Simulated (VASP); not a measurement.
# Rb (Pm-3m) in VASP: further runs

The runs below take Rb through single point, with revPBE.

Program: VASP 6.6.1. These are calculated values, not measurements. Logs are shortened: lines on timing, memory, paths and dates and some standing lists are left out, and cuts for length are marked.

**1. The cell of the first run**

The structure is cubic, space group Pm-3m (No. 221). Conventional cell: a = 4.759 Å, b = 4.759 Å, c = 4.759 Å, α = 90.00°, β = 90.00°, γ = 90.00°.

**2. Single point, revPBE**

Contents of INCAR:

```
ALGO = Normal
EDIFF = 1E-6
ENCUT = 520
GGA = RE
ISIF = 2
ISMEAR = -1
LASPH = True
LCHARG = False
LREAL = False
LWAVE = False
NBANDS = 10
NELM = 80
PREC = Accurate
SIGMA = 0.1
```

Contents of KPOINTS:

```
k-points
0
Gamma
  7 7 7
```

Contents of POSCAR:

```
Rb
1.0
    4.7591779662      0.0000000000      0.0000000000
    0.0000000000      4.7591779662      0.0000000000
    0.0000000000      0.0000000000      4.7591779662
Rb
1
Direct
    0.0000000000      0.0000000000      0.0000000000
```

Potentials or basis: VASP PAW PBE potentials, release 64 (Rb_sv).

Run with:

```sh
$ cat potpaw_PBE.64/Rb_sv/POTCAR > POTCAR
$ mpirun -np 1 vasp_std > vasp.out
```

OUTCAR:

```text
EDIFF = 1E-6
   ENCUT = 520
   GGA = RE
   ISIF = 2
   ISMEAR = -1
   LASPH = True
   LREAL = False
   NELM = 80
   PREC = Accurate

 ion  position               nearest neighbor table
   1  0.000  0.000  0.000-

  LATTYP: Found a simple cubic cell.
 ALAT       =     4.7591779662

  Lattice vectors:

 A1 = (   4.7591779662,   0.0000000000,   0.0000000000)
 A2 = (   0.0000000000,   4.7591779662,   0.0000000000)
 A3 = (   0.0000000000,   0.0000000000,   4.7591779662)

Analysis of symmetry for initial positions (statically):
=====================================================================
 Subroutine PRICEL returns:
 Original cell was already a primitive cell.

 Routine SETGRP: Setting up the symmetry group for a
 simple cubic supercell.

 Subroutine GETGRP returns: Found 48 space group operations
 (whereof 48 operations were pure point group operations)
 out of a pool of 48 trial point group operations.

The static configuration has the point symmetry O_h .

Analysis of symmetry for dynamics (positions and initial velocities):
=====================================================================
 Subroutine PRICEL returns:
 Original cell was already a primitive cell.

 Routine SETGRP: Setting up the symmetry group for a
 simple cubic supercell.

 Subroutine GETGRP returns: Found 48 space group operations
 (whereof 48 operations were pure point group operations)
 out of a pool of 48 trial point group operations.

The dynamic configuration has the point symmetry O_h .

 Subroutine INISYM returns: Found 48 space group operations
 (whereof 48 operations are pure point group operations),
 and found     1 'primitive' translations

----------------------------------------------------------------------------------------

                                     Primitive cell

  volume of cell :     107.7943

  direct lattice vectors                    reciprocal lattice vectors
     4.759177966  0.000000000  0.000000000     0.210120321  0.000000000  0.000000000
     0.000000000  4.759177966  0.000000000     0.000000000  0.210120321  0.000000000
     0.000000000  0.000000000  4.759177966     0.000000000  0.000000000  0.210120321

  length of vectors
     4.759177966  4.759177966  4.759177966     0.210120321  0.210120321  0.210120321

  position of ions in fractional coordinates (direct lattice)
     0.000000000  0.000000000  0.000000000

  ion indices of the primitive-cell ions
   primitive index   ion index
[... 71 lines left out ...]
   NSW    =      0    number of steps for IOM
   IBRION =     -1    ionic relax: 0-MD 1-quasi-New 2-CG
   NFREE  =      0    steps in history (QN), initial steepest desc. (CG)
   ISIF   =      2    stress and relaxation
   ISYM   =      2    0-nonsym 1-usesym 2-fastsym
   POTIM  = 0.5000    time-step for ionic-motion
   TEBEG  =    0.0;   TEEND  =   0.0 temperature during run
   PSTRESS=    0.0 pullay stress
   NELECT =       9.0000    total number of electrons
   NUPDOWN=      -1.0000    fix difference up-down
   EMIN   =  10.00;   EMAX   =-10.00  energy-range for DOS
   EFERMI =   0.00;   METHOD = LEGACY
   ISMEAR =    -1;   SIGMA  =   0.10  broadening in eV -4-tet -1-fermi 0-gaus
   EFERMI_NEDOS =   21; number of points for ismear=-14 and -15
   IALGO  =     38    algorithm
   IMIX   =      4    mixing-type and parameters
     AMIX     =   0.40;   BMIX     =  1.00
     AMIX_MAG =   1.60;   BMIX_MAG =  1.00
  volume/ion in A,a.u.               =     107.79       727.43
  Fermi-wavevector in a.u.,A,eV,Ry     =   0.715523  1.352143  6.965822  0.511973
  Thomas-Fermi vector in A             =   1.803706
   LORBIT       =      0    0 simple, 1 ext, 2 COOP (PROOUT), +10 PAW based schemes
   GGA     = RE    functional components
   LHFCALC =     F    Hartree Fock is set to
   AEXX    =    0.0000 exact exchange contribution
   IVDW    =     0    specifies the selected vdW correction
   LEPSILON=     F    determine dielectric tensor
   LRPA    =     F    only Hartree local field effects (RPA)
 non-spin polarized calculation
  energy-cutoff  :      520.00
  volume of cell :      107.79
 maximum number of plane-waves:      2945
 NGX is ok and might be reduce to    36
   NGX = 17   NGY = 17   NGZ = 17

 number of electron       9.0000000 magnetization

 Free energy of the ion-electron system (eV)
  ---------------------------------------------------
  ext. energy  EPLUGINS =         0.00000000
  ---------------------------------------------------
  free energy    TOTEN  =        -0.75638184 eV

  energy without entropy =       -0.72710872  energy(sigma->0) =       -0.74174528

 E-fermi :  -0.2138     XC(G=0):  -4.9585

 val. band max:       -0.3156968810   @ k =   0.4286   0.1429   0.1429
 cond. band min:      -0.1693147195   @ k =   0.2857   0.2857   0.2857
 fundamental gap:      0.1463821615
 Fermi energy:        -0.2138326241

 k-point     1 :       0.0000    0.0000    0.0000
  band No.  band energies     occupation
      1     -29.3889      2.00000
      2     -13.4376      2.00000
      3     -13.4376      2.00000
      4     -13.4376      2.00000
      5      -1.9607      2.00000
      6       2.1454      0.00000
      7       2.1454      0.00000
      8       5.1460      0.00000
      9       5.1461      0.00000
     10       5.1473      0.00000
[... 235 lines left out ...]
 k-point    20 :       0.4286    0.4286    0.4286
  band No.  band energies     occupation
      1     -29.3810      2.00000
      2     -13.5003      2.00000
      3     -13.4999      2.00000
      4     -13.4999      2.00000
      5       1.3004      0.00000
      6       1.6944      0.00000
      7       1.6944      0.00000
      8       3.1360      0.00000
      9       3.5355      0.00000
     10       3.5355      0.00000

------------------------ aborting loop because EDIFF is reached ----------------------------------------

  FORCE on cell =-STRESS in cart. coord.  units (eV):
  Direction    XX          YY          ZZ          XY          YZ          ZX
  --------------------------------------------------------------------------------------
  -------------------------------------------------------------------------------------
  Total        0.0035715      0.0035715      0.0035715     -0.0000000     -0.0000000      0.0000000
  in kB        0.0530845      0.0530845      0.0530845     -0.0000000     -0.0000000      0.0000000
  external PRESSURE =       0.0530845 kB  Pullay stress =       0.0000000 kB

 VOLUME and BASIS-vectors are now :
 -----------------------------------------------------------------------------
  energy-cutoff  :      520.00
  volume of cell :      107.79
      direct lattice vectors                 reciprocal lattice vectors
     4.759177966  0.000000000  0.000000000     0.210120321  0.000000000  0.000000000
     0.000000000  4.759177966  0.000000000     0.000000000  0.210120321  0.000000000
     0.000000000  0.000000000  4.759177966     0.000000000  0.000000000  0.210120321

 POSITION                                       TOTAL-FORCE (eV/Angst)
 -----------------------------------------------------------------------------------
      0.00000      0.00000      0.00000         0.000000      0.000000      0.000000
 -----------------------------------------------------------------------------------
    total drift:                               -0.000000     -0.000000     -0.000000

  FREE ENERGIE OF THE ION-ELECTRON SYSTEM (eV)
  ---------------------------------------------------
  free  energy   TOTEN  =        -0.7563818370 eV

  energy  without entropy=       -0.7271087196  energy(sigma->0) =       -0.74174528
```

stdout:

```text
POSCAR found type information on POSCAR Rb
 POSCAR found :  1 types and       1 ions
 scaLAPACK will be used
 -----------------------------------------------------------------------------
|                                                                             |
|                                                                             |
|     You enforced a specific xc type in the INCAR file but a different       |
|     I HOPE YOU KNOW WHAT YOU ARE DOING!                                     |
|                                                                             |
 -----------------------------------------------------------------------------

 LDA part: xc-table for (Slater+PW92), standard interpolation
 POSCAR, INCAR and KPOINTS ok, starting setup
 FFT: planning ... GRIDC
 FFT: planning ... GRID_SOFT
 FFT: planning ... GRID
 WAVECAR not read
 entering main loop
```

It took 15 s on 1 thread of AMD EPYC 9R45 (Zen 5), shared host; peak memory 0.16 GiB.

What came out:

* Free energy: -0.7564 eV
* Pressure: 0.0 GPa

Caveat: the PAW data sets were made with another functional, which shifts forces and pressure a little.

**3. Single point, revPBE (volume scaled by 0.88)**

Contents of INCAR:

```
SYSTEM = Rb
ALGO     = Normal         ! electronic algorithm
EDIFF    = 1E-7           ! SCF threshold, eV
ENCUT    = 520            ! plane-wave cutoff, eV
GGA      = RE             ! functional
ISIF     = 2              ! what is computed and relaxed
ISMEAR   = -1             ! smearing method
LASPH    = .TRUE.         ! aspherical terms in the spheres
LCHARG   = .TRUE.         ! write CHGCAR
LELF     = .TRUE.         ! ELF
LREAL    = .FALSE.        ! projectors in reciprocal space
LVHAR    = .TRUE.       
LWAVE    = .FALSE.        ! write WAVECAR
NBANDS   = 10             ! bands
NELM     = 100            ! most SCF steps
PREC     = Accurate       ! precision mode
SIGMA    = 0.1            ! smearing width, eV
```

Contents of KPOINTS:

```
k-points
0
G
  8 8 8
  0 0 0
```

Contents of POSCAR:

```
Rb
1.0
    4.5606439622      0.0000000000      0.0000000000
    0.0000000000      4.5606439622      0.0000000000
    0.0000000000      0.0000000000      4.5606439622
Rb
1
Direct
    0.0000000000      0.0000000000      0.0000000000
```

Potentials or basis: VASP PAW PBE potentials, release 64 (Rb_sv).

Run with:

```sh
$ cat potpaw_PBE.64/Rb_sv/POTCAR > POTCAR
$ mpirun -np 1 vasp_std > vasp.out
```

Run time: 27 s. Hardware: 1 thread of AMD EPYC 9R45 (Zen 5), shared host; peak memory 0.17 GiB.

It converged, with:

```
Free energy : -0.7460 eV
Pressure    : 0.3 GPa
```

Levels at points of the mesh, in eV from the Fermi level:
```tsv
k point	band 2	band 3	band 4	band 5	band 6	band 7
(0.00, 0.00, 0.00)	-13.18	-13.18	-13.18	-1.92	2.36	2.36
(0.50, 0.00, 0.00)	-13.31	-13.17	-13.17	-0.12	0.27	2.96
(0.50, 0.50, 0.00)	-13.29	-13.29	-13.16	0.76	1.77	2.14
(0.50, 0.50, 0.50)	-13.28	-13.28	-13.28	1.80	1.80	1.80
```

Caveat: the PAW data sets were made with another functional, which shifts forces and pressure a little.
